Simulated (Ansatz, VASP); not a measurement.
## Two plane-wave programs on Re

The input INCAR:

```
PREC = Accurate
ENCUT = 520
EDIFF = 1E-6
ISMEAR = -1
SIGMA = 0.1
LREAL = F
LASPH = T
NELM = 80
ALGO = Normal
ISIF = 2
LWAVE = F
LCHARG = T
GGA = RE
LELF = T
LVHAR = T
NBANDS = 22
```

The input KPOINTS:

```
regular mesh
0
Gamma
  15 15 4
```

The input POSCAR:

```
Re
1.0
    2.7464461489      0.0000000000      0.0000000000
   -1.3732230744      2.3784921351      0.0000000000
    0.0000000000      0.0000000000      8.8538880471
Re
4
Direct
    1.0000000000      1.0000000000      0.0000000000
    1.0000000000      1.0000000000      0.5000000000
    0.3333333333      0.6666666667      0.2500000000
    0.6666666667      0.3333333333      0.7500000000
```

Input for Ansatz:

```yaml
crystal:
  lattice:
    - [2.7464461489, 0.0, 0.0]
    - [-1.3732230744, 2.3784921351, 0.0]
    - [0.0, 0.0, 8.8538880471]
  atoms:
    - { symbol: Re, position: [1.0, 1.0, 0.0] }
    - { symbol: Re, position: [1.0, 1.0, 0.5] }
    - { symbol: Re, position: [0.3333333333, 0.6666666667, 0.25] }
    - { symbol: Re, position: [0.6666666667, 0.3333333333, 0.75] }
hamiltonian:
  xc: revpbe
  pseudopotentials:
    kind: paw
    azcp:
      Re: "pseudopotentials/Re.paw.azcp"
basis:
  ecutwfc: 420
  fft_grid_basis: typed
kpoints:
  mp_grid: { grid: [15, 15, 4], shift: [0, 0, 0] }
magnetization:
  spin_polarized: false
scf:
  occupations: { method: fermi_dirac, width: 0.1 }
  lower_state_search: "off"
output:
  stress: true
```

Alike in both runs: task single point; functional revPBE; k mesh 15 × 15 × 4; occupations fermi-dirac, width 0.1 eV; no spin polarisation.

```csv
,VASP,Ansatz
version,VASP 6.6.1,Ansatz 0.2.0
potentials or method,"VASP PAW PBE potentials, release 64 (Re), cutoff 520 eV","plane waves (420 eV) with PAW, scalar-relativistic"
valence electrons in the cell,28,60
```

|  | VASP | Ansatz | Ansatz less VASP |
| --- | --- | --- | --- |
| pressure (GPa) | 15.6 | 16.0 | +0.38 |
| traceless stress, the component that is largest in VASP (GPa) | 0.17 | 0.23 | +0.068 |

VASP's potentials were made for PBE, not for revPBE. The functional is the same, so the differences come from potentials, cutoffs and numerics. VASP's potentials hold 28 valence electrons a cell and Ansatz's 60, so a difference there can come from the potentials and not from the codes.

Neither program's run includes spin-orbit coupling.
